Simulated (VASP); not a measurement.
The system is Pb.

```
CELL_PARAMETERS angstrom
0.00000 3.36880 3.36880
3.36880 0.00000 3.36880
3.36880 3.36880 0.00000
ATOMIC_POSITIONS crystal
Pb 0.25000 0.25000 0.25000
Pb 0.00000 0.00000 0.00000
```

Base run:

| Item | Value |
| --- | --- |
| Program | VASP 6.6.1 |
| Functional | r2SCAN |
| Potentials or basis | VASP PAW PBE potentials, release 64 (Pb_d) |
| Cutoff | 520 eV |
| k mesh | 7 × 7 × 7 |
| Occupations | fermi-dirac, width 0.05 eV |
| Spin | no spin polarisation |

Its results: band gap on the k mesh zero (band 14 reaches 5.21 eV, above the bottom of band 15 at 3.98 eV); pressure 3.6 GPa.

Q: After a change of settings the same cell gave: band gap on the k mesh zero (band 14 reaches 5.36 eV, above the bottom of band 15 at 4.15 eV); pressure 4.9 GPa. Which change was it?
A. functional from r2SCAN to PBE
B. further incar settings from ALGO = Normal; EDIFF = 1e-06; NBANDS = 21 to ALGO = Normal; EDIFF = 1e-07; NBANDS = 21
C. functional from r2SCAN to PBEsol
D. functional from r2SCAN to LDA; potentials or basis from VASP PAW PBE potentials, release 64 (Pb_d) to VASP PAW LDA potentials, release 64 (Pb_d)

A: A.

Caveats: spin-orbit coupling is left out, which moves the levels of the heavy elements; the PAW data sets were made with another functional, which shifts forces and pressure a little (some runs).
